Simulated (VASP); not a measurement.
**Co: single point with BLYP**

Co:

```
Co
1.0
     2.31213    0.00000    0.00000
     0.00000    2.31213    0.00000
     0.00000    0.00000    2.31213
Co
1
Direct
  0.00000 0.00000 0.00000
```

This cell differs from its parent crystal: volume scaled by 0.92.

```
Program             : VASP 6.6.1
Task                : single point
Functional          : BLYP
Potentials or basis : VASP PAW PBE potentials, release 64 (Co)
Cutoff              : 520 eV
k mesh              : 15 × 15 × 15
Occupations         : fermi-dirac, width 0.05 eV
Spin                : collinear spin, ferromagnetic start
Starting moments    : [1.89] μB
```

```json
{"Pressure": "10.9 GPa", "Net moment": "1.71 μB per cell", "Site moments": "Co +1.71 μB", "Valence electrons inside the program's atomic spheres": "Co 8.26"}
```

Levels at points of the mesh, in eV from the Fermi level:
Spin up:
```csv
k point,band 1,band 2,band 3,band 4,band 5,band 6,band 7,band 8,band 9,band 10
"(0.00, 0.00, 0.00)",-8.21,-4.34,-4.34,-0.93,-0.93,-0.93,19.39,19.39,19.39,23.55
```
Spin down:
```csv
k point,band 1,band 2,band 3,band 4,band 5,band 6,band 7,band 8,band 9
"(0.00, 0.00, 0.00)",-8.06,-3.19,-3.19,1.18,1.18,1.18,19.74,19.74,19.74
```

Wall time 29 s on 1 thread of Intel(R) Xeon(R) Platinum 8559C (Emerald Rapids), with other jobs on the host, peak memory 0.14 GiB.

Caveat: the PAW data sets were made with another functional, which shifts forces and pressure a little.
